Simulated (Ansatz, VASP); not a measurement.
# One calculation of Sc2GeTe2, two programs

INCAR

```
SYSTEM = Sc2GeTe2
  PREC = Accurate
  ENCUT = 520
  EDIFF = 1E-6
  ISMEAR = 0
  SIGMA = 0.1
  LREAL = .FALSE.
  LASPH = .TRUE.
  NELM = 80
  ALGO = Normal
  ISIF = 2
  LWAVE = .FALSE.
  LCHARG = .FALSE.
  GGA = PE
  NBANDS = 32
```

KPOINTS

```
Automatic mesh
0
G
  6 6 2
  0 0 0
```

The input POSCAR:

```
Sc2GeTe2
1.0
    4.3888796100      0.0000000000      0.0000000000
   -2.1944398000      3.8008812300      0.0000000000
    0.0000000000      0.0000000000      8.7728474200
Sc Ge Te
2 1 2
Direct
    0.3333333300      0.6666666700      0.1996857100
    0.3333333300      0.6666666700      0.8003142900
    0.3333333300      0.6666666700      0.0000000000
    0.6666666700      0.3333333300      0.7194229000
    0.6666666700      0.3333333300      0.2805771000
```

Input for Ansatz:

```yaml
crystal:
  lattice:
    - [4.38887961, 0.0, 0.0]
    - [-2.1944398, 3.80088123, 0.0]
    - [0.0, 0.0, 8.77284742]
  atoms:
    - { symbol: Sc, position: [0.33333333, 0.66666667, 0.19968571] }
    - { symbol: Sc, position: [0.33333333, 0.66666667, 0.80031429] }
    - { symbol: Ge, position: [0.33333333, 0.66666667, 0.0] }
    - { symbol: Te, position: [0.66666667, 0.33333333, 0.7194229] }
    - { symbol: Te, position: [0.66666667, 0.33333333, 0.2805771] }
basis:
  ecutwfc: 420
kpoints:
  mp_grid: { grid: [6, 6, 2] }
hamiltonian:
  xc: pbe
scf:
  occupations: { method: gaussian, width: 0.1 }
  lower_state_search: "off"
output:
  forces: true
  stress: true
  eigenvalues: true
```

Alike in both runs: task single point; functional PBE; k mesh 6 × 6 × 2; occupations gaussian, width 0.1 eV; no spin polarisation.

|  | VASP | Ansatz |
| --- | --- | --- |
| version | VASP 6.6.1 | Ansatz 0.2.0 |
| potentials or method | VASP PAW PBE potentials, release 64 (Sc_sv, Ge_d, Te), cutoff 520 eV | scalar-relativistic, plane waves, PAW |
| valence electrons in the cell | 48 | 68 |

|  | VASP | Ansatz | Ansatz less VASP |
| --- | --- | --- | --- |
| rms of the force components (eV/Å) | 6.992 | 7.019 | +0.0268 |

Atom by atom the forces differ by 0.027 eV/Å (rms over components). VASP's potentials hold 48 valence electrons a cell and Ansatz's 68, so a difference there can come from the potentials and not from the codes.

Neither program's run includes spin-orbit coupling.
